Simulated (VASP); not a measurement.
# YbH3 in VASP: notebook, part 2 of 2

VASP 6.6.1. The steps go on from the part before.

**4. Single point, PBE, collinear spin, ferromagnetic start**

INCAR reads:

```
PREC = Accurate
ENCUT = 520
EDIFF = 1E-6
ISMEAR = 0
SIGMA = 0.025
LREAL = F
LASPH = T
NELM = 150
ALGO = Normal
ISIF = 2
LWAVE = F
LCHARG = F
ISPIN = 2
MAGMOM = 1 0 0 0
LORBIT = 11
LMAXMIX = 6
GGA = PE
NBANDS = 26
```

KPOINTS reads:

```
regular mesh
0
Gamma
  6 6 6
```

POSCAR reads:

```
YbH3
1.0
    0.0000000000      2.6049710000      2.6049710000
    2.6049710000      0.0000000000      2.6049710000
    2.6049710000      2.6049710000      0.0000000000
Yb H
1 3
Direct
    0.0113840000      0.0082340000     -0.0130260000
    0.5123770000      0.4794550000      0.4931680000
    0.2373210000      0.2554420000      0.2501730000
    0.7544660000      0.7375710000      0.7523790000
```

Potentials or basis: VASP PAW PBE potentials, release 64 (Yb, H).

Run with:

```bash
cat potpaw_PBE.64/Yb/POTCAR potpaw_PBE.64/H/POTCAR > POTCAR
mpirun -np 1 vasp_std > vasp.out
```

OUTCAR:

```text
PREC = Accurate
   ENCUT = 520
   EDIFF = 1E-6
   ISMEAR = 0
   LREAL = F
   LASPH = T
   NELM = 150
   ISIF = 2
   ISPIN = 2
   LORBIT = 11
   GGA = PE

 ion  position               nearest neighbor table
   1  0.011  0.008  0.987-   4 2.19   3 2.22   3 2.22   4 2.24   3 2.27   4 2.29   4 2.30   3 2.33

   2  0.512  0.479  0.493-
   3  0.237  0.255  0.250-   1 2.22   1 2.22   1 2.27   1 2.33
   4  0.754  0.738  0.752-   1 2.19   1 2.24   1 2.29   1 2.30

[... 1577 lines left out ...]
     0.000000000  2.604971000  2.604971000    -0.191940716  0.191940716  0.191940716
     2.604971000  0.000000000  2.604971000     0.191940716 -0.191940716  0.191940716
     2.604971000  2.604971000  0.000000000     0.191940716  0.191940716 -0.191940716

 POSITION                                       TOTAL-FORCE (eV/Angst)
 -----------------------------------------------------------------------------------
      2.59249      2.60069      0.05110         0.014368      0.001924     -0.338621
      2.53365      2.61942      2.58369         0.063205     -0.020051     -0.005991
      1.31711      1.26991      1.28363        -0.114268      0.099962      0.165961
      3.88128      3.92529      3.88671         0.036695     -0.081835      0.178650
 -----------------------------------------------------------------------------------
    total drift:                               -0.000462     -0.000077      0.000036

  FREE ENERGIE OF THE ION-ELECTRON SYSTEM (eV)
  ---------------------------------------------------
  free  energy   TOTEN  =       -15.1992605999 eV

  energy  without entropy=      -15.1980500475  energy(sigma->0) =      -15.19865532

 total charge

# of ion       s       p       d       f       tot
--------------------------------------------------
    1        2.109   6.047   0.475  13.423  22.054
    2        0.456   0.006   0.000   0.000   0.462
    3        0.543   0.006   0.000   0.000   0.549
    4        0.543   0.006   0.000   0.000   0.549
--------------------------------------------------
tot          3.651   6.064   0.475  13.423  23.614

 magnetization (x)

# of ion       s       p       d       f       tot
--------------------------------------------------
    1        0.000  -0.001   0.008   0.130   0.137
    2        0.005   0.000   0.000   0.000   0.005
    3        0.003   0.000   0.000   0.000   0.003
    4        0.003   0.000   0.000   0.000   0.003
--------------------------------------------------
tot          0.010  -0.001   0.008   0.130   0.147
```

OSZICAR:

```text
N       E                     dE             d eps       ncg     rms          rms(c)
DAV:   1     0.132349363729E+03    0.13235E+03   -0.88537E+03 16960   0.695E+03
DAV:   2     0.275903457249E+01   -0.12959E+03   -0.12050E+03 15410   0.650E+02
[... 12 lines left out ...]
DAV:  15    -0.151994925128E+02    0.20273E-02   -0.20557E-03 21106   0.200E+00    0.790E-01
DAV:  16    -0.151993078888E+02    0.18462E-03   -0.38718E-04 22910   0.531E-01    0.312E-01
DAV:  17    -0.151992696546E+02    0.38234E-04   -0.57964E-05 23170   0.270E-01    0.171E-01
DAV:  18    -0.151992628118E+02    0.68428E-05   -0.16420E-05 23020   0.149E-01    0.996E-02
DAV:  19    -0.151992608433E+02    0.19685E-05   -0.35832E-06 15564   0.675E-02    0.447E-02
DAV:  20    -0.151992605999E+02    0.24345E-06   -0.66064E-07 11782   0.215E-02
   1 F= -.15199261E+02 E0= -.15198655E+02  d E =-.121055E-02  mag=     0.1667
```

Wall time 2.8 min (1 thread of Intel Xeon 6975P-C (Granite Rapids), shared host); peak memory 0.3 GiB.

What came out:

| Item | Value |
| --- | --- |
| Free energy | -15.1993 eV |
| Pressure | -5.5 GPa |
| Largest force | 0.339 eV/Å |
| Net moment | 0.17 μB per cell |
| Site moments | Yb +0.14; H +0.01, +0.00 (each value once) μB |
| Valence electrons inside the program's atomic spheres | Yb 22.05; H 0.46, 0.55 (each value once) |

Forces in eV/Å, atoms in the order of the input:
```
Yb   0.014  0.002 -0.339
H    0.063 -0.020 -0.006
H   -0.114  0.100  0.166
H    0.037 -0.082  0.179
```

Caveat: the cell stands under tension; spin-orbit coupling is left out, which moves the levels of the heavy elements. The state reached can hang on the start; a lower one may exist.

**5. Single point, PBE, collinear spin, ferromagnetic start**

INCAR reads:

```
  ALGO = Normal
  EDIFF = 1E-7
  ENCUT = 520
  GGA = PE
  ISIF = 2
  ISMEAR = 0
  ISPIN = 2
  LASPH = True
  LCHARG = False
  LMAXMIX = 6
  LORBIT = 11
  LREAL = False
  LWAVE = False
  MAGMOM = 1 0 0 0
  NBANDS = 26
  NELM = 150
  PREC = Accurate
  SIGMA = 0.01
```

KPOINTS reads:

```
k-points
0
Gamma
  6 6 6
```

POSCAR is that of step 4.

Run with:

```bash
cat potpaw_PBE.64/Yb/POTCAR potpaw_PBE.64/H/POTCAR > POTCAR
mpirun -np 1 vasp_std > vasp.out
```

Run time: 3.1 min. Hardware: 1 thread of Intel Xeon 6975P-C (Granite Rapids), shared host; peak memory 0.3 GiB.

The run converged. Its results:

```yaml
Free_energy: -15.1987 eV
Pressure: -5.3 GPa
Largest_force: 0.338 eV/Å
Net_moment: 0.17 μB per cell
Site_moments: Yb +0.14; H +0.01, +0.00 (each value once) μB
Valence_electrons_inside_the_program's_atomic_spheres: Yb 22.05; H 0.46, 0.55 (each value once)
```

Forces in eV/Å, atoms in the order of the input:
```
Yb   0.015  0.001 -0.338
H    0.063 -0.020 -0.006
H   -0.112  0.098  0.168
H    0.034 -0.079  0.176
```

Stress tensor (GPa, compression positive):
```
-5.29 -0.13  0.49
-0.13 -5.31 -0.36
 0.49 -0.36 -5.27
```

Levels at points of the mesh, in eV from the Fermi level:
Spin up:
```csv
k point,band 11,band 12,band 13,band 14,band 15,band 16,band 17,band 18
"(0.00, 0.00, 0.00)",-0.40,-0.40,1.13,2.50,3.16,3.19,3.25,5.83
"(0.50, 0.00, 0.00)",-0.45,-0.44,-0.40,1.08,2.90,3.01,7.29,7.32
"(0.00, 0.50, 0.00)",-0.46,-0.45,-0.42,1.18,2.94,2.97,7.23,7.32
"(0.00, 0.00, 0.50)",-0.46,-0.44,-0.40,1.12,2.91,3.02,7.29,7.32
"(0.50, 0.50, 0.50)",-0.46,-0.44,-0.40,1.14,2.91,3.00,7.30,7.32
"(0.50, 0.50, 0.00)",-0.48,-0.48,-0.47,-0.36,6.78,6.93,7.23,7.52
"(0.00, 0.50, 0.50)",-0.48,-0.47,-0.47,-0.36,6.74,6.87,7.25,7.52
"(0.50, 0.00, 0.50)",-0.48,-0.47,-0.47,-0.36,6.69,6.88,7.31,7.52
```
Spin down:
```csv
k point,band 10,band 11,band 12,band 13,band 14,band 15,band 16,band 17
"(0.00, 0.00, 0.00)",-0.35,-0.33,-0.33,1.21,2.54,3.18,3.21,3.27
"(0.50, 0.00, 0.00)",-0.36,-0.33,-0.32,-0.31,1.16,2.92,3.03,7.32
"(0.00, 0.50, 0.00)",-0.34,-0.33,-0.32,-0.30,1.23,2.96,2.99,7.25
"(0.00, 0.00, 0.50)",-0.36,-0.33,-0.32,-0.31,1.19,2.93,3.04,7.32
"(0.50, 0.50, 0.50)",-0.36,-0.33,-0.32,-0.30,1.21,2.93,3.01,7.32
"(0.50, 0.50, 0.00)",-0.42,-0.36,-0.34,-0.32,-0.23,6.81,6.95,7.26
"(0.00, 0.50, 0.50)",-0.42,-0.37,-0.34,-0.32,-0.23,6.77,6.90,7.28
"(0.50, 0.00, 0.50)",-0.42,-0.37,-0.33,-0.33,-0.23,6.72,6.91,7.33
```

Caveat: the cell stands under tension; spin-orbit coupling is left out, which moves the levels of the heavy elements. The state reached can hang on the start; a lower one may exist.

**6. Overview**

```tsv
cell	k mesh	smearing	gap on the mesh (eV)	pressure (GPa)	moment (μB)	largest force (eV/Å)
as given, atomic positions A	9 × 9 × 9	fermi-dirac 0.05 eV	none	-5.6	0.17	-
as given, atomic positions B	6 × 6 × 6	gaussian 0.05 eV	none	-5.6	0.16	0.34
as given, atomic positions B	6 × 6 × 6	gaussian 0.025 eV	none	-5.5	0.17	0.34
as given, atomic positions B	6 × 6 × 6	gaussian 0.01 eV	none	-5.3	0.17	0.34
```

Alike in all rows: task single point; level PBE; potentials or basis VASP PAW PBE potentials, release 64 (Yb, H); spin collinear, ferromagnetic start; cutoff (eV) 520.

Caveats: the cell stands under tension; spin-orbit coupling is left out, which moves the levels of the heavy elements.

Absolute energies hang on the potentials; compare differences alone.
